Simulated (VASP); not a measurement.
# Pt in VASP: single point with PBE+U

Aim: the single point of Pt with PBE+U.

All numbers are computed with VASP 6.6.1; they aren't measurements. Logs are shortened: lines on timing, memory, paths and dates and some standing lists are left out, and cuts for length are marked.

**1. The cell of the first run**

The cell holds a wire or tube with vacuum around it, 7 atoms: a = 13.000 Å, b = 13.300 Å, c = 2.637 Å, α = 90.00°, β = 90.00°, γ = 90.00°.

**2. Single point, PBE+U**

Contents of INCAR:

```
ALGO     = Normal         # electronic algorithm
EDIFF    = 1E-6           # SCF threshold, eV
ENCUT    = 520            # plane-wave cutoff, eV
GGA      = PE             # functional
ISIF     = 2              # what is computed and relaxed
ISMEAR   = 0              # smearing method
LASPH    = True           # aspherical terms in the spheres
LCHARG   = False          # write CHGCAR
LDAU     = True           # DFT+U
LDAUJ    = 0            
LDAUL    = 2              # shell
LDAUPRINT= 1            
LDAUTYPE = 2            
LDAUU    = 5              # U, eV
LMAXMIX  = 4              # l up to which the mixer works
LREAL    = False          # projectors in reciprocal space
LWAVE    = False          # write WAVECAR
NBANDS   = 44             # bands
NELM     = 150            # most SCF steps
PREC     = Accurate       # precision mode
SIGMA    = 0.05           # smearing width, eV
```

Contents of KPOINTS:

```
k-points
0
Gamma
  1 1 14
```

Contents of POSCAR:

```
Pt
1.0
   13.0000000000      0.0000000000      0.0000000000
    0.0000000000     13.3000000000      0.0000000000
    0.0000000000      0.0000000000      2.6369890787
Pt
7
Direct
    0.3360505309      0.5000000000      0.0000000000
    0.7012793375      0.5000000000      0.0000000000
    0.6558675289      0.3277513647      0.5000000000
    0.6558675289      0.6722486353      0.5000000000
    0.5134190100      0.5000000000      0.5000000000
    0.4714547225      0.3279871203      0.0000000000
    0.4714547225      0.6720128797      0.0000000000
```

Potentials or basis: VASP PAW PBE potentials, release 64 (Pt).

On the command line:

```
$ cat potpaw_PBE.64/Pt/POTCAR > POTCAR
$ mpirun -np 1 vasp_std > vasp.out
```

OUTCAR:

```text
EDIFF = 1E-6
   ENCUT = 520
   GGA = PE
   ISIF = 2
   ISMEAR = 0
   LASPH = True
   LREAL = False
   NELM = 150
   PREC = Accurate

 ion  position               nearest neighbor table
   1  0.336  0.500  0.000-   5 2.66   5 2.66   7 2.89   6 2.89
   2  0.701  0.500  0.000-   3 2.71   4 2.71   3 2.71   4 2.71   5 2.78   5 2.78
   3  0.656  0.328  0.500-   2 2.71   2 2.71   6 2.74   6 2.74   5 2.95
   4  0.656  0.672  0.500-   2 2.71   2 2.71   7 2.74   7 2.74   5 2.95
   5  0.513  0.500  0.500-   1 2.66   1 2.66   7 2.70   6 2.70   6 2.70   7 2.70   2 2.78   2 2.78
                             3 2.95   4 2.95
   6  0.471  0.328  0.000-   5 2.70   5 2.70   3 2.74   3 2.74   1 2.89
   7  0.471  0.672  0.000-   5 2.70   5 2.70   4 2.74   4 2.74   1 2.89

  LATTYP: Found a simple orthorhombic cell.
 ALAT       =     2.6369890787
 B/A-ratio  =     4.9298649376
 C/A-ratio  =     5.0436310516

  Lattice vectors:

 A1 = (   0.0000000000,   0.0000000000,   2.6369890787)
 A2 = (  13.0000000000,   0.0000000000,   0.0000000000)
 A3 = (   0.0000000000,  13.3000000000,   0.0000000000)

Analysis of symmetry for initial positions (statically):
=====================================================================
 Subroutine PRICEL returns:
 Original cell was already a primitive cell.

 Routine SETGRP: Setting up the symmetry group for a
 simple orthorhombic supercell.

 Subroutine GETGRP returns: Found  4 space group operations
 (whereof  4 operations were pure point group operations)
 out of a pool of  8 trial point group operations.

The static configuration has the point symmetry C_2v.

Analysis of symmetry for dynamics (positions and initial velocities):
=====================================================================
 Subroutine PRICEL returns:
 Original cell was already a primitive cell.

 Routine SETGRP: Setting up the symmetry group for a
 simple orthorhombic supercell.

 Subroutine GETGRP returns: Found  4 space group operations
 (whereof  4 operations were pure point group operations)
 out of a pool of  8 trial point group operations.

The dynamic configuration has the point symmetry C_2v.

 Subroutine INISYM returns: Found  4 space group operations
 (whereof  4 operations are pure point group operations),
 and found     1 'primitive' translations

----------------------------------------------------------------------------------------

                                     Primitive cell

  volume of cell :     455.9354

  direct lattice vectors                    reciprocal lattice vectors
    13.000000000  0.000000000  0.000000000     0.076923077  0.000000000  0.000000000
     0.000000000 13.300000000  0.000000000     0.000000000  0.075187970  0.000000000
     0.000000000  0.000000000  2.636989079     0.000000000  0.000000000  0.379220380

  length of vectors
    13.000000000 13.300000000  2.636989079     0.076923077  0.075187970  0.379220380

  position of ions in fractional coordinates (direct lattice)
     0.336050531  0.500000000  0.000000000
     0.701279337  0.500000000  0.000000000
     0.655867529  0.327751365  0.500000000
     0.655867529  0.672248635  0.500000000
     0.513419010  0.500000000  0.500000000
     0.471454722  0.327987120  0.000000000
     0.471454722  0.672012880  0.000000000

  ion indices of the primitive-cell ions
   primitive index   ion index
                 1           1
                 2           2
                 3           3
                 4           4
                 5           5
                 6           6
                 7           7

----------------------------------------------------------------------------------------

 KPOINTS: k-points

Automatic generation of k-mesh.
 Grid dimensions read from file:
 generate k-points for:    1    1   14

 Generating k-lattice:

  Cartesian coordinates                     Fractional coordinates (reciprocal lattice)
     0.076923077  0.000000000  0.000000000     1.000000000  0.000000000  0.000000000
     0.000000000  0.075187970  0.000000000     0.000000000  1.000000000  0.000000000
     0.000000000  0.000000000  0.027087170     0.000000000  0.000000000  0.071428571

  Length of vectors
     0.076923077  0.075187970  0.027087170

  Shift w.r.t. Gamma in fractional coordinates (k-lattice)
     0.000000000  0.000000000  0.000000000

 Subroutine IBZKPT returns following result:
 ===========================================

 Found      8 irreducible k-points:

 Following reciprocal coordinates:
            Coordinates               Weight
  0.000000  0.000000  0.000000      1.000000
  0.000000  0.000000  0.071429      2.000000
  0.000000  0.000000  0.142857      2.000000
  0.000000  0.000000  0.214286      2.000000
  0.000000  0.000000  0.285714      2.000000
  0.000000  0.000000  0.357143      2.000000
  0.000000  0.000000  0.428571      2.000000
  0.000000  0.000000  0.500000      1.000000
   k-points           NKPTS =      8   k-points in BZ     NKDIM =      8   number of bands    NBANDS=     44
   number of dos      NEDOS =    301   number of ions     NIONS =      7
   total plane-waves  NPLWV = 196000
   dimension x,y,z NGX =    98 NGY =  100 NGZ =   20
   dimension x,y,z NGXF=   196 NGYF=  200 NGZF=   40
   ions per type =               7
   NGX,Y,Z   is equivalent  to a cutoff of  12.53, 12.50, 12.61 a.u.
   NGXF,Y,Z  is equivalent  to a cutoff of  25.06, 25.00, 25.22 a.u.
 SYSTEM =  unknown system
   PREC   = accura    normal or accurate (medium, high low for compatibility)
   ISTART =      0    job   : 0-new  1-cont  2-samecut
   ICHARG =      2    charge: 1-file 2-atom 10-const
   ISPIN  =      1    spin polarized calculation?
   LNONCOLLINEAR =      F non collinear calculations
   LSORBIT =      F    spin-orbit coupling
   LASPH  =      T    aspherical Exc in radial PAW
   ENCUT  =  520.0 eV  38.22 Ry    6.18 a.u.  24.17 24.73  4.90*2*pi/ulx,y,z
   NELM   =    150;   NELMIN=  2; NELMDL= -5     # of ELM steps
   EDIFF  = 0.1E-05   stopping-criterion for ELM
   LREAL  =      F    real-space projection
   EDIFFG = 0.1E-04   stopping-criterion for IOM
   NSW    =      0    number of steps for IOM
   IBRION =     -1    ionic relax: 0-MD 1-quasi-New 2-CG
   NFREE  =      0    steps in history (QN), initial steepest desc. (CG)
   ISIF   =      2    stress and relaxation
   ISYM   =      2    0-nonsym 1-usesym 2-fastsym
   POTIM  = 0.5000    time-step for ionic-motion
   TEBEG  =    0.0;   TEEND  =   0.0 temperature during run
   PSTRESS=    0.0 pullay stress
   NELECT =      70.0000    total number of electrons
   NUPDOWN=      -1.0000    fix difference up-down
   EMIN   =  10.00;   EMAX   =-10.00  energy-range for DOS
   EFERMI =   0.00;   METHOD = LEGACY
   ISMEAR =     0;   SIGMA  =   0.05  broadening in eV -4-tet -1-fermi 0-gaus
   EFERMI_NEDOS =   21; number of points for ismear=-14 and -15
   IALGO  =     38    algorithm
   IMIX   =      4    mixing-type and parameters
     AMIX     =   0.40;   BMIX     =  1.00
     AMIX_MAG =   1.60;   BMIX_MAG =  1.00
  volume/ion in A,a.u.               =      65.13       439.54
  Fermi-wavevector in a.u.,A,eV,Ry     =   0.876610  1.656553 10.455329  0.768445
  Thomas-Fermi vector in A             =   1.996444
   LORBIT       =      0    0 simple, 1 ext, 2 COOP (PROOUT), +10 PAW based schemes
 LDA+U is selected, type is set to LDAUTYPE =  2
   angular momentum for each species LDAUL =     2
   U (eV)           for each species LDAUU =   5.0
   J (eV)           for each species LDAUJ =   0.0
   GGA     = PE    functional components
   LHFCALC =     F    Hartree Fock is set to
   AEXX    =    0.0000 exact exchange contribution
   IVDW    =     0    specifies the selected vdW correction
   LEPSILON=     F    determine dielectric tensor
   LRPA    =     F    only Hartree local field effects (RPA)
 non-spin polarized calculation
 Gauss-broadening in eV      SIGMA  =   0.05
  energy-cutoff  :      520.00
  volume of cell :      455.94
 maximum number of plane-waves:     12332
 NGX is ok and might be reduce to    98
   NGX = 49   NGY = 49   NGZ =  9

atom =   1  type =  1  l = 2

 onsite density matrix

spin component  1

  0.9318  0.0000  0.0000  0.0000  0.0000
  0.0000  0.9391  0.0000  0.0000  0.0000
  0.0000  0.0000  0.7479  0.0000 -0.0310
  0.0000  0.0000  0.0000  0.8405  0.0000
  0.0000  0.0000 -0.0310  0.0000  0.8691

spin component  2

  0.9318  0.0000  0.0000  0.0000  0.0000
  0.0000  0.9391  0.0000  0.0000  0.0000
  0.0000  0.0000  0.7479  0.0000 -0.0310
  0.0000  0.0000  0.0000  0.8405  0.0000
  0.0000  0.0000 -0.0310  0.0000  0.8691
[... 199 lines left out ...]
 occupancies and eigenvectors

  o =  0.7302  v = -0.2550 -0.0000  0.9325  0.0000 -0.2557  0.0000  0.0000  0.0000  0.0000  0.0000      0.0000  0.0000  0.0000  0.0000  0.0000  0.0000  0.0000  0.0000  0.0000  0.0000
  o =  0.7302  v =  0.0000  0.0000  0.0000  0.0000  0.0000 -0.2550 -0.0000  0.9325  0.0000 -0.2557      0.0000  0.0000  0.0000  0.0000  0.0000  0.0000  0.0000  0.0000  0.0000  0.0000
  o =  0.8570  v = -0.5130 -0.0000 -0.3546  0.0000 -0.7817  0.0000  0.0000  0.0000  0.0000  0.0000      0.0000  0.0000  0.0000  0.0000  0.0000  0.0000  0.0000  0.0000  0.0000  0.0000
  o =  0.8570  v =  0.0000  0.0000  0.0000  0.0000  0.0000 -0.5130 -0.0000 -0.3546  0.0000 -0.7817      0.0000  0.0000  0.0000  0.0000  0.0000  0.0000  0.0000  0.0000  0.0000  0.0000
  o =  0.8814  v =  0.0000 -0.8479  0.0000  0.5302  0.0000  0.0000  0.0000  0.0000  0.0000  0.0000      0.0000  0.0000  0.0000  0.0000  0.0000  0.0000  0.0000  0.0000  0.0000  0.0000
  o =  0.8814  v =  0.0000  0.0000  0.0000  0.0000  0.0000  0.0000 -0.8479  0.0000  0.5302  0.0000      0.0000  0.0000  0.0000  0.0000  0.0000  0.0000  0.0000  0.0000  0.0000  0.0000
  o =  0.9071  v =  0.0000 -0.5302  0.0000 -0.8479  0.0000  0.0000  0.0000  0.0000  0.0000  0.0000      0.0000  0.0000  0.0000  0.0000  0.0000  0.0000  0.0000  0.0000  0.0000  0.0000
  o =  0.9071  v =  0.0000  0.0000  0.0000  0.0000  0.0000  0.0000 -0.5302  0.0000 -0.8479  0.0000      0.0000  0.0000  0.0000  0.0000  0.0000  0.0000  0.0000  0.0000  0.0000  0.0000
  o =  0.9401  v =  0.0000  0.0000  0.0000  0.0000  0.0000 -0.8197 -0.0000 -0.0682 -0.0000  0.5688      0.0000  0.0000  0.0000  0.0000  0.0000  0.0000  0.0000  0.0000  0.0000  0.0000
  o =  0.9401  v = -0.8197 -0.0000 -0.0682 -0.0000  0.5688  0.0000  0.0000  0.0000  0.0000  0.0000      0.0000  0.0000  0.0000  0.0000  0.0000  0.0000  0.0000  0.0000  0.0000  0.0000

 number of electron      70.0000002 magnetization

 Free energy of the ion-electron system (eV)
  ---------------------------------------------------
  ext. energy  EPLUGINS =         0.00000000
  ---------------------------------------------------
  free energy    TOTEN  =       -11.68203848 eV

  energy without entropy =      -11.66438503  energy(sigma->0) =      -11.67321176

 E-fermi :  -1.9220     XC(G=0):  -4.3937

 val. band max:       -1.9327305990   @ k =   0.0000   0.0000   0.4286
 cond. band min:      -1.9088847092   @ k =   0.0000   0.0000   0.0000
 fundamental gap:      0.0238458898
 Fermi energy:        -1.9220074604

 k-point     1 :       0.0000    0.0000    0.0000
  band No.  band energies     occupation
      1      -9.2050      2.00000
      2      -8.4469      2.00000
      3      -8.0651      2.00000
      4      -8.0621      2.00000
      5      -7.8406      2.00000
      6      -7.6251      2.00000
[... 365 lines left out ...]
     43       4.6651      0.00000
     44       4.8063      0.00000

------------------------ aborting loop because EDIFF is reached ----------------------------------------

  FORCE on cell =-STRESS in cart. coord.  units (eV):
  Direction    XX          YY          ZZ          XY          YZ          ZX
  --------------------------------------------------------------------------------------
  -------------------------------------------------------------------------------------
  Total       -4.8983857     -4.8421676     -6.6092326      0.0000000      0.0000000      0.0000000
  in kB      -17.2131453    -17.0155923    -23.2251374      0.0000000      0.0000000      0.0000000
  external PRESSURE =     -19.1512917 kB  Pullay stress =       0.0000000 kB

 VOLUME and BASIS-vectors are now :
 -----------------------------------------------------------------------------
  energy-cutoff  :      520.00
  volume of cell :      455.94
      direct lattice vectors                 reciprocal lattice vectors
    13.000000000  0.000000000  0.000000000     0.076923077  0.000000000  0.000000000
     0.000000000 13.300000000  0.000000000     0.000000000  0.075187970  0.000000000
     0.000000000  0.000000000  2.636989079     0.000000000  0.000000000  0.379220380

 POSITION                                       TOTAL-FORCE (eV/Angst)
 -----------------------------------------------------------------------------------
      4.36866      6.65000      0.00000         0.745158      0.000000     -0.000000
      9.11663      6.65000      0.00000        -0.672302      0.000000     -0.000000
      8.52628      4.35909      1.31849        -0.307102      0.577544     -0.000000
      8.52628      8.94091      1.31849        -0.307102     -0.577544      0.000000
      6.67445      6.65000      1.31849         0.131521      0.000000     -0.000000
      6.12891      4.36223      0.00000         0.204914      0.442005     -0.000000
      6.12891      8.93777      0.00000         0.204914     -0.442005     -0.000000
 -----------------------------------------------------------------------------------
    total drift:                               -0.000019      0.000000      0.000000

  FREE ENERGIE OF THE ION-ELECTRON SYSTEM (eV)
  ---------------------------------------------------
  free  energy   TOTEN  =       -11.6820384794 eV

  energy  without entropy=      -11.6643850321  energy(sigma->0) =      -11.67321176
```

It took 3.7 min on 1 thread of Intel Xeon 6975P-C (Granite Rapids), shared host; peak memory 0.49 GiB.

What came out:

```yaml
Free_energy: -11.6820 eV
Largest_force: 0.745 eV/Å
Band_gap_on_the_k_mesh: zero (bands 35 and 36 overlap by 1.42 eV)
```

Forces on the atoms (eV/Å):
```
Pt   0.745  0.000  0.000
Pt  -0.672  0.000  0.000
Pt  -0.307  0.578  0.000
Pt  -0.307 -0.578  0.000
Pt   0.132  0.000  0.000
Pt   0.205  0.442  0.000
Pt   0.205 -0.442  0.000
```

Eigenvalues of the final occupation matrices:
```
    site  spin  trace               eigenvalues
site 1 d     1   4.33  0.74 0.84 0.88 0.93 0.94
site 1 d     2   4.33  0.74 0.84 0.88 0.93 0.94
site 2 d     1   4.29  0.75 0.83 0.86 0.90 0.94
site 2 d     2   4.29  0.75 0.83 0.86 0.90 0.94
site 3 d     1   4.31  0.76 0.78 0.90 0.93 0.93
site 3 d     2   4.31  0.76 0.78 0.90 0.93 0.93
site 4 d     1   4.31  0.76 0.78 0.90 0.93 0.93
site 4 d     2   4.31  0.76 0.78 0.90 0.93 0.93
site 5 d     1   4.27  0.73 0.82 0.88 0.91 0.93
site 5 d     2   4.27  0.73 0.82 0.88 0.91 0.93
site 6 d     1   4.32  0.73 0.86 0.88 0.91 0.94
site 6 d     2   4.32  0.73 0.86 0.88 0.91 0.94
```

Caveat: spin-orbit coupling is left out, which moves the levels of the heavy elements; U without spin polarisation on a metal has little footing; the U is typed as a test and isn't derived for this compound.
